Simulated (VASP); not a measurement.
Here is a VASP 6.6.1 calculation.

File INCAR:

```
SYSTEM = NaI
PREC = Accurate
ENCUT = 500
EDIFF = 1E-6
ISMEAR = 0
SIGMA = 0.01
LREAL = .FALSE.
LASPH = .TRUE.
NELM = 120
ALGO = Normal
ISIF = 2
LWAVE = .FALSE.
LCHARG = .TRUE.
GGA = PE
LELF = .TRUE.
LVHAR = .TRUE.
NBANDS = 14
GGA_COMPAT = .FALSE.
```

File KPOINTS:

```
Automatic mesh
0
G
  3 3 3
  0 0 0
```

POSCAR

```
NaI
1.0
    0.0000000000      2.7253065100      2.7253065100
    2.7253065100      0.0000000000      2.7253065100
    2.7253065100      2.7253065100      0.0000000000
Na I
1 1
Direct
    0.0000000000      0.0000000000      0.0000000000
    0.5000000000      0.5000000000      0.5000000000
```

Potentials or basis: VASP PAW PBE potentials, release 64 (Na_pv, I).

Run with:

```console
$ cat potpaw_PBE.64/Na_pv/POTCAR potpaw_PBE.64/I/POTCAR > POTCAR
$ mpirun -np 1 vasp_std > vasp.out
```

(1) Estimate the pressure.

(2) What does it give for the band gap on the k mesh?

Answers

(1) 31.5 GPa.

(2) 4.35 eV, indirect (least direct gap 5.81 eV).

Caveat: the k points lie up to 0.67 Å⁻¹ apart; spin-orbit coupling is left out, which moves the levels of the heavy elements.
